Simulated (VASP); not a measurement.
# Hf (Im-3m) in VASP: further runs, part 2 of 2

VASP 6.6.1.

## (4) Relaxation of cell and atoms, PBEsol

INCAR reads:

```
PREC = Accurate
ENCUT = 600
EDIFF = 1E-7
ISMEAR = -1
SIGMA = 0.05
LREAL = F
LASPH = T
NELM = 80
ALGO = Normal
ISIF = 3
LWAVE = F
LCHARG = F
GGA = PS
IBRION = 2
NSW = 60
EDIFFG = -0.01
```

KPOINTS reads:

```
Automatic mesh
0
Gamma
  10 10 10
```

POSCAR reads:

```
Hf
1.0
   -1.8050000000      1.8050000000      1.8050000000
    1.8050000000     -1.8050000000      1.8050000000
    1.8050000000      1.8050000000     -1.8050000000
Hf
1
Direct
    0.0000000000      0.0000000000      0.0000000000
```

Potentials or basis: VASP PAW PBE potentials, release 64 (Hf_pv).

The run is started by

```bash
$ cat potpaw_PBE.64/Hf_pv/POTCAR > POTCAR
$ mpirun -np 1 vasp_std > vasp.out
```

OUTCAR:

```text
PREC = Accurate
   ENCUT = 600
   EDIFF = 1E-7
   ISMEAR = -1
   LREAL = F
   LASPH = T
   NELM = 80
   ISIF = 3
   GGA = PS
   IBRION = 2
   NSW = 60
   EDIFFG = -0.01

 ion  position               nearest neighbor table
   1  0.000  0.000  0.000-

  LATTYP: Found a body centered cubic cell.
 ALAT       =     3.6100000000

  Lattice vectors:

 A1 = (  -1.8050000000,   1.8050000000,   1.8050000000)
 A2 = (   1.8050000000,  -1.8050000000,   1.8050000000)
 A3 = (   1.8050000000,   1.8050000000,  -1.8050000000)

Analysis of symmetry for initial positions (statically):
=====================================================================
 Subroutine PRICEL returns:
 Original cell was already a primitive cell.

 Routine SETGRP: Setting up the symmetry group for a
 body centered cubic supercell.

 Subroutine GETGRP returns: Found 48 space group operations
[... 9 lines left out ...]

 Routine SETGRP: Setting up the symmetry group for a
 body centered cubic supercell.

 Subroutine GETGRP returns: Found 48 space group operations
[... 11 lines left out ...]
                                     Primitive cell

  volume of cell :      23.5229

  direct lattice vectors                    reciprocal lattice vectors
    -1.805000000  1.805000000  1.805000000     0.000000000  0.277008310  0.277008310
     1.805000000 -1.805000000  1.805000000     0.277008310  0.000000000  0.277008310
     1.805000000  1.805000000 -1.805000000     0.277008310  0.277008310  0.000000000

  length of vectors
     3.126351708  3.126351708  3.126351708     0.391748909  0.391748909  0.391748909

  position of ions in fractional coordinates (direct lattice)
     0.000000000  0.000000000  0.000000000

  ion indices of the primitive-cell ions
   primitive index   ion index
                 1           1

----------------------------------------------------------------------------------------

 KPOINTS: Automatic mesh

Automatic generation of k-mesh.
 Grid dimensions read from file:
 generate k-points for:   10   10   10

 Generating k-lattice:

  Cartesian coordinates                     Fractional coordinates (reciprocal lattice)
     0.000000000  0.027700831  0.027700831     0.100000000  0.000000000  0.000000000
     0.027700831  0.000000000  0.027700831     0.000000000  0.100000000  0.000000000
     0.027700831  0.027700831  0.000000000     0.000000000  0.000000000  0.100000000

  Length of vectors
     0.039174891  0.039174891  0.039174891

  Shift w.r.t. Gamma in fractional coordinates (k-lattice)
     0.000000000  0.000000000  0.000000000

 Subroutine IBZKPT returns following result:
 ===========================================

 Found     47 irreducible k-points:

 Following reciprocal coordinates:
            Coordinates               Weight
  0.000000  0.000000  0.000000      1.000000
  0.100000  0.000000  0.000000     12.000000
  0.200000  0.000000  0.000000     12.000000
  0.300000  0.000000  0.000000     12.000000
  0.400000  0.000000  0.000000     12.000000
  0.500000  0.000000  0.000000      6.000000
[... 16 lines left out ...]
  0.300000  0.300000  0.100000      8.000000
 -0.300000  0.300000  0.100000     24.000000
 [... further k-points ...]
   k-points           NKPTS =     47   k-points in BZ     NKDIM =     47   number of bands    NBANDS=      9
   number of dos      NEDOS =    301   number of ions     NIONS =      1
   total plane-waves  NPLWV =  21952
   dimension x,y,z NGX =    28 NGY =   28 NGZ =   28
   dimension x,y,z NGXF=    56 NGYF=   56 NGZF=   56
   ions per type =               1
   NGX,Y,Z   is equivalent  to a cutoff of  14.89, 14.89, 14.89 a.u.
   NGXF,Y,Z  is equivalent  to a cutoff of  29.78, 29.78, 29.78 a.u.
 SYSTEM =  unknown system
   PREC   = accura    normal or accurate (medium, high low for compatibility)
   ISTART =      0    job   : 0-new  1-cont  2-samecut
   ICHARG =      2    charge: 1-file 2-atom 10-const
   ISPIN  =      1    spin polarized calculation?
   LNONCOLLINEAR =      F non collinear calculations
   LSORBIT =      F    spin-orbit coupling
   LASPH  =      T    aspherical Exc in radial PAW
   ENCUT  =  600.0 eV  44.10 Ry    6.64 a.u.   6.24  6.24  6.24*2*pi/ulx,y,z
   NELM   =     80;   NELMIN=  2; NELMDL= -5     # of ELM steps
   EDIFF  = 0.1E-06   stopping-criterion for ELM
   LREAL  =      F    real-space projection
   EDIFFG = -.1E-01   stopping-criterion for IOM
   NSW    =     60    number of steps for IOM
   IBRION =      2    ionic relax: 0-MD 1-quasi-New 2-CG
   NFREE  =      1    steps in history (QN), initial steepest desc. (CG)
   ISIF   =      3    stress and relaxation
   ISYM   =      2    0-nonsym 1-usesym 2-fastsym
   POTIM  = 0.5000    time-step for ionic-motion
   TEBEG  =    0.0;   TEEND  =   0.0 temperature during run
   PSTRESS=    0.0 pullay stress
   NELECT =      10.0000    total number of electrons
   NUPDOWN=      -1.0000    fix difference up-down
   EMIN   =  10.00;   EMAX   =-10.00  energy-range for DOS
   EFERMI =   0.00;   METHOD = LEGACY
   ISMEAR =    -1;   SIGMA  =   0.05  broadening in eV -4-tet -1-fermi 0-gaus
   EFERMI_NEDOS =   21; number of points for ismear=-14 and -15
   IALGO  =     38    algorithm
   IMIX   =      4    mixing-type and parameters
     AMIX     =   0.40;   BMIX     =  1.00
     AMIX_MAG =   1.60;   BMIX_MAG =  1.00
  volume/ion in A,a.u.               =      23.52       158.74
  Fermi-wavevector in a.u.,A,eV,Ry     =   1.230961  2.326179 20.616432  1.515265
  Thomas-Fermi vector in A             =   2.365789
   LORBIT       =      0    0 simple, 1 ext, 2 COOP (PROOUT), +10 PAW based schemes
   GGA     = PS    functional components
   LHFCALC =     F    Hartree Fock is set to
   AEXX    =    0.0000 exact exchange contribution
   IVDW    =     0    specifies the selected vdW correction
   LEPSILON=     F    determine dielectric tensor
   LRPA    =     F    only Hartree local field effects (RPA)
 conjugate gradient relaxation of ions
 non-spin polarized calculation
  energy-cutoff  :      600.00
  volume of cell :       23.52
 maximum number of plane-waves:       802
 NGX is ok and might be reduce to    28
   NGX = 13   NGY = 13   NGZ = 13

--------------------------------------- Ionic step        1  -------------------------------------------

 number of electron      10.0000000 magnetization

 number of electron       9.9999999 magnetization

 Free energy of the ion-electron system (eV)
  ---------------------------------------------------
  ext. energy  EPLUGINS =         0.00000000
  ---------------------------------------------------
  free energy    TOTEN  =       -10.27226681 eV

  energy without entropy =      -10.25712267  energy(sigma->0) =      -10.26469474

------------------------ aborting loop because EDIFF is reached ----------------------------------------

  FORCE on cell =-STRESS in cart. coord.  units (eV):
  Direction    XX          YY          ZZ          XY          YZ          ZX
  --------------------------------------------------------------------------------------
  -------------------------------------------------------------------------------------
  Total       -1.3678897     -1.3678897     -1.3678897      0.0000000     -0.0000000      0.0000000
  in kB      -93.1687036    -93.1687036    -93.1687036      0.0000000     -0.0000000      0.0000000
  external PRESSURE =     -93.1687036 kB  Pullay stress =       0.0000000 kB
[... 90 lines left out ...]
  energy  without entropy=      -10.3297312634  energy(sigma->0) =      -10.33638378

--------------------------------------- Ionic step        4  -------------------------------------------

 number of electron      10.0000000 magnetization

 Free energy of the ion-electron system (eV)
  ---------------------------------------------------
  ext. energy  EPLUGINS =         0.00000000
  ---------------------------------------------------
  free energy    TOTEN  =       -10.34306680 eV

  energy without entropy =      -10.32977023  energy(sigma->0) =      -10.33641851

 E-fermi :   4.7812     XC(G=0): -11.6267

 val. band max:        4.7771933828   @ k =   0.3000   0.0000   0.0000
 cond. band min:       4.8161800478   @ k =   0.3000   0.2000  -0.0000
 fundamental gap:      0.0389866651
 Fermi energy:         4.7812099117

 k-point     1 :       0.0000    0.0000    0.0000
  band No.  band energies     occupation
      1     -24.8176      2.00000
      2     -24.8176      2.00000
      3     -24.8176      2.00000
      4      -2.4439      2.00000
      5       6.3111      0.00000
      6       6.3111      0.00000
      7       6.3111      0.00000
      8       9.2569      0.00000
      9       9.2569      0.00000
[... 265 lines left out ...]
 k-point    24 :      -0.3000    0.3000    0.1000
  band No.  band energies     occupation
      1     -25.4607      2.00000
      2     -25.0601      2.00000
      3     -24.8951      2.00000
      4       0.6201      2.00000
      5       4.9561      0.05874
      6       5.1355      0.00167
      7       7.8533      0.00000
      8       9.4439      0.00000
      9      10.1506      0.00000

 [... further k-points ...]
[... 5 lines left out ...]
  --------------------------------------------------------------------------------------
  -------------------------------------------------------------------------------------
  Total       -0.0002297     -0.0002297     -0.0002297      0.0000000      0.0000000      0.0000000
  in kB       -0.0173140     -0.0173140     -0.0173140      0.0000000      0.0000000      0.0000000
  external PRESSURE =      -0.0173140 kB  Pullay stress =       0.0000000 kB
[... 16 lines left out ...]
  FREE ENERGIE OF THE ION-ELECTRON SYSTEM (eV)
  ---------------------------------------------------
  free  energy   TOTEN  =       -10.3430668002 eV

  energy  without entropy=      -10.3297702296  energy(sigma->0) =      -10.33641851

 reached required accuracy - stopping structural energy minimisation
```

OSZICAR:

```text
N       E                     dE             d eps       ncg     rms          rms(c)
DAV:   1     0.724381881547E+01    0.72438E+01   -0.65714E+03   846   0.115E+03
DAV:   2    -0.103508396723E+02   -0.17595E+02   -0.17053E+02  1266   0.140E+02
DAV:   3    -0.106894867864E+02   -0.33865E+00   -0.33451E+00  1025   0.140E+01
[... 32 lines left out ...]
DAV:   2    -0.103431077683E+02    0.14069E-03   -0.18875E-04   852   0.132E-01    0.448E-02
DAV:   3    -0.103430664560E+02    0.41312E-04   -0.12922E-04   871   0.964E-02    0.207E-02
DAV:   4    -0.103430664772E+02   -0.21211E-07   -0.11387E-06   998   0.114E-02    0.135E-02
DAV:   5    -0.103430667787E+02   -0.30151E-06   -0.47101E-07   976   0.432E-03    0.191E-03
DAV:   6    -0.103430668002E+02   -0.21566E-07   -0.75836E-09   429   0.773E-04
   4 F= -.10343067E+02 E0= -.10336419E+02  d E =-.708000E-01
```

CONTCAR:

```text
Hf
   1.00000000000000
    -1.7450125369104614    1.7450125369104614    1.7450125369104614
     1.7450125369104614   -1.7450125369104614    1.7450125369104614
     1.7450125369104614    1.7450125369104614   -1.7450125369104614
  Hf
     1
Direct
     0.0000000000000000    0.0000000000000000    0.0000000000000000

  0.00000000E+00  0.00000000E+00  0.00000000E+00
```

It took 66 s on 1 thread of Intel Xeon 8259CL, shared host; peak memory 0.17 GiB.

Results:

- Free energy: -10.3431 eV
- Relaxed volume: 21.25 Å³/atom
- Relaxed cell: a = 3.022 Å, b = 3.022 Å, c = 3.022 Å, α = 109.47°, β = 109.47°, γ = 109.47°
- Space group after relaxing (to 0.05 Å): Im-3m (No. 229)
- Energy gained by relaxing: 70.8 meV/atom
- Ionic steps: 4
- Pressure after relaxing: 0.0 GPa
- Band gap on the k mesh: zero (band 5 reaches 6.31 eV, above the bottom of band 6 at 3.96 eV)

Step by step:
```tsv
step	energy change (eV)	largest force (eV/Å)	pressure (GPa)	volume (Å³)
1	0.0000	0.0000	-9.32	23.52
2	0.0068	0.0000	12.56	19.17
3	-0.0708	0.0000	-0.22	21.30
4	-0.0708	0.0000	0.00	21.25
```

Final structure:
```
CELL_PARAMETERS angstrom
-1.74501 1.74501 1.74501
1.74501 -1.74501 1.74501
1.74501 1.74501 -1.74501
ATOMIC_POSITIONS crystal
Hf 0.00000 0.00000 0.00000
```

Levels at points of the mesh, in eV from the Fermi level:
```csv
k point,band 1,band 2,band 3,band 4,band 5,band 6,band 7,band 8,band 9
"(0.00, 0.00, 0.00)",-29.60,-29.60,-29.60,-7.23,1.53,1.53,1.53,4.48,4.48
"(0.50, 0.00, 0.00)",-30.58,-29.91,-29.60,-3.56,-0.62,1.28,4.33,5.39,8.06
"(0.50, 0.50, 0.50)",-30.28,-30.28,-30.28,-2.81,-2.81,7.16,7.16,7.16,7.63
```

Caveat: the PAW data sets were made with another functional, which shifts forces and pressure a little; spin-orbit coupling is left out, which moves the levels of the heavy elements.

## (5) Single point, PBE, non-collinear spin, zero start, spin-orbit coupling

INCAR reads:

```
PREC     = Accurate       # precision mode
ENCUT    = 520            # plane-wave cutoff, eV
EDIFF    = 1E-6           # SCF threshold, eV
ISMEAR   = -1             # smearing method
SIGMA    = 0.05           # smearing width, eV
LREAL    = False          # projectors in reciprocal space
LASPH    = True           # aspherical terms in the spheres
NELM     = 150            # most SCF steps
ALGO     = Normal         # electronic algorithm
ISIF     = 2              # what is computed and relaxed
LWAVE    = False          # write WAVECAR
LCHARG   = False          # write CHGCAR
MAGMOM   = 0 0 0          # initial moments
LORBIT   = 11             # projections on sites
LSORBIT  = True           # spin-orbit coupling
GGA_COMPAT= False        
LORBMOM  = True         
LMAXMIX  = 4              # l up to which the mixer works
GGA      = PE             # functional
NBANDS   = 21             # bands
```

KPOINTS reads:

```
regular mesh
0
Gamma
  7 7 7
```

POSCAR is that of step 4.

Potentials or basis: VASP PAW PBE potentials, release 64 (Hf_pv).

The run is started by

```bash
$ cat potpaw_PBE.64/Hf_pv/POTCAR > POTCAR
$ mpirun -np 1 vasp_ncl > vasp.out
```

OUTCAR:

```text
PREC = Accurate
   ENCUT = 520
   EDIFF = 1E-6
   ISMEAR = -1
   LREAL = False
   LASPH = True
   NELM = 150
   ISIF = 2
   LORBIT = 11
   LSORBIT = True
   GGA = PE

 ion  position               nearest neighbor table
   1  0.000  0.000  0.000-

  LATTYP: Found a body centered cubic cell.
 ALAT       =     3.6100000000

  Lattice vectors:

 A1 = (  -1.8050000000,   1.8050000000,   1.8050000000)
 A2 = (   1.8050000000,  -1.8050000000,   1.8050000000)
 A3 = (   1.8050000000,   1.8050000000,  -1.8050000000)

Analysis of symmetry for initial positions (statically):
=====================================================================
 Subroutine PRICEL returns:
 Original cell was already a primitive cell.

 Routine SETGRP: Setting up the symmetry group for a
[... 716 lines left out ...]
 ----------------------------------------
            0.000   0.000   0.000

 Spin-Orbit-Coupling matrix elements

 Ion:    1  E_soc:     -1.3543807
 l=   1
     0.0000000    -0.2171130    -0.2171130
    -0.2171130     0.0000000    -0.2171130
    -0.2171130    -0.2171130     0.0000000
 l=   2
     0.0000000    -0.0014596     0.0000000    -0.0014596    -0.0071575
    -0.0014596     0.0000000    -0.0053681    -0.0014596    -0.0017894
     0.0000000    -0.0053681     0.0000000    -0.0053681     0.0000000
    -0.0014596    -0.0014596    -0.0053681     0.0000000    -0.0017894
    -0.0071575    -0.0017894     0.0000000    -0.0017894     0.0000000
 l=   3
     0.0000000     0.0000000     0.0000000     0.0000000     0.0000000     0.0000000     0.0000000
     0.0000000     0.0000000     0.0000000     0.0000000     0.0000000     0.0000000     0.0000000
     0.0000000     0.0000000     0.0000000     0.0000000     0.0000000     0.0000000     0.0000000
     0.0000000     0.0000000     0.0000000     0.0000000     0.0000000     0.0000000     0.0000000
     0.0000000     0.0000000     0.0000000     0.0000000     0.0000000     0.0000000     0.0000000
     0.0000000     0.0000000     0.0000000     0.0000000     0.0000000     0.0000000     0.0000000
     0.0000000     0.0000000     0.0000000     0.0000000     0.0000000     0.0000000     0.0000000

 total charge

# of ion       s       p       d       tot
------------------------------------------
    1        0.373   6.417   1.509   8.299

 magnetization (x)

# of ion       s       p       d       tot
------------------------------------------
    1        0.000   0.000   0.000   0.000

 magnetization (y)

# of ion       s       p       d       tot
------------------------------------------
    1        0.000   0.000   0.000   0.000

 magnetization (z)

# of ion       s       p       d       tot
------------------------------------------
    1        0.000   0.000   0.000   0.000
```

stdout:

```text
POSCAR found type information on POSCAR Hf
 POSCAR found :  1 types and       1 ions
 scaLAPACK will be used
 LDA part: xc-table for (Slater+PW92), standard interpolation
 POSCAR, INCAR and KPOINTS ok, starting setup
 FFT: planning ... GRIDC
 FFT: planning ... GRID_SOFT
 FFT: planning ... GRID
 WAVECAR not read
 entering main loop
```

It took 31 s on 1 thread of Intel Xeon 8259CL, shared host; peak memory 0.2 GiB.

Results:

* Free energy: -10.4096 eV
* Pressure: -4.6 GPa
* Net moment: 0.00 μB per cell
* Valence electrons inside the program's atomic spheres: Hf 8.30

Moments on the atoms (μB; x, y, z):
```
Hf  0.00 0.00 0.00
```

## (6) Summary

```tsv
task	level	potentials or basis	spin	cell	k mesh	cutoff (eV)	gap on the mesh (eV)	pressure (GPa)	relaxed volume (Å³/atom)
relaxation of cell and atoms	PBE	VASP PAW PBE potentials, release 64 (Hf_pv)	off	relaxed	10 × 10 × 10	600	none	0.0	22.23
relaxation of cell and atoms	LDA	VASP PAW LDA potentials, release 64 (Hf_pv)	off	relaxed	10 × 10 × 10	600	none	0.1	20.43
relaxation of cell and atoms	PBEsol	VASP PAW PBE potentials, release 64 (Hf_pv)	off	relaxed	10 × 10 × 10	600	none	0.0	21.25
single point	PBE	VASP PAW PBE potentials, release 64 (Hf_pv)	non-collinear, zero start, SOC	as given	7 × 7 × 7	520	-	-4.6	-
```

Alike in all rows: smearing fermi-dirac 0.05 eV.

Caveats: spin-orbit coupling is left out, which moves the levels of the heavy elements (some runs); the volume moved by -13 % from the deposited cell, more than functionals usually miss (some runs); the PAW data sets were made with another functional, which shifts forces and pressure a little (some runs).

Absolute energies hang on the potentials; compare differences alone.
